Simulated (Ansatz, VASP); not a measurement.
# BeTe in VASP and in Ansatz

```
CELL_PARAMETERS angstrom
0.00000 2.82862 2.82862
2.82862 0.00000 2.82862
2.82862 2.82862 0.00000
ATOMIC_POSITIONS crystal
Be 0.00000 0.00000 0.00000
Te 0.25000 0.25000 0.25000
```

Alike in both runs: task single point; functional r2SCAN; k mesh 6 × 6 × 6; no spin polarisation.

|  | VASP | Ansatz |
| --- | --- | --- |
| version | VASP 6.6.1 | Ansatz 0.2.0 |
| potentials or method | VASP PAW PBE potentials, release 64 (Be, Te) | plane waves, PAW |
| plane-wave cutoff (eV) | 520 | 500 |
| occupations | gaussian, width 0.01 eV | fixed |
| valence electrons in the cell | 8 | 18 |

Ansatz gave:

* gap on the k mesh at the Fermi level (eV): 2.37
* pressure (GPa): 0.0

**Question.** Estimate VASP's values.

**Answer.** gap on the k mesh at the Fermi level (eV): 2.37; pressure (GPa): 0.2.

VASP's potentials were made for PBE, not for r2SCAN. VASP's potentials hold 8 valence electrons a cell and Ansatz's 18, so a difference there can come from the potentials and not from the codes.

Neither program's run includes spin-orbit coupling.
